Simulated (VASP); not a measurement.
Input of a VASP 6.6.1 run:

File INCAR:

```
SYSTEM = Fe
  PREC = Accurate
  ENCUT = 600
  EDIFF = 1E-7
  ISMEAR = -1
  SIGMA = 0.08
  LREAL = .FALSE.
  LASPH = .TRUE.
  NELM = 150
  ALGO = Normal
  ISIF = 3
  LWAVE = .FALSE.
  LCHARG = .FALSE.
  ISPIN = 2
  MAGMOM = 2.5
  LORBIT = 11
  LMAXMIX = 4
  GGA = PE
  IBRION = 2
  NSW = 60
  EDIFFG = -0.005
```

The input KPOINTS:

```
regular mesh
0
G
  25 25 25
  0 0 0
```

File POSCAR:

```
Fe
1.0
   -1.4163059443      1.4163059443      1.4163059443
    1.4163059443     -1.4163059443      1.4163059443
    1.4163059443      1.4163059443     -1.4163059443
Fe
1
Direct
    0.0000000000      0.0000000000      0.0000000000
```

Potentials or basis: VASP PAW PBE potentials, release 64 (Fe).

The run is started by

```console
$ cat potpaw_PBE.64/Fe/POTCAR > POTCAR
$ mpirun -np 1 vasp_std > vasp.out
```

Q: What does it give for the site moments?

A: Fe +2.17 μB.

Q: What does it give for the net moment?

A: 2.18 μB per cell.

Q: Predict the relaxed volume.

A: 11.34 Å³/atom.

Q: Estimate the space group after relaxing (to 0.1 Å).

A: Im-3m (No. 229).

Final structure:
```
Fe
1.0
    -1.41530    1.41530    1.41530
     1.41530   -1.41530    1.41530
     1.41530    1.41530   -1.41530
Fe
1
Direct
  0.00000 0.00000 0.00000
```
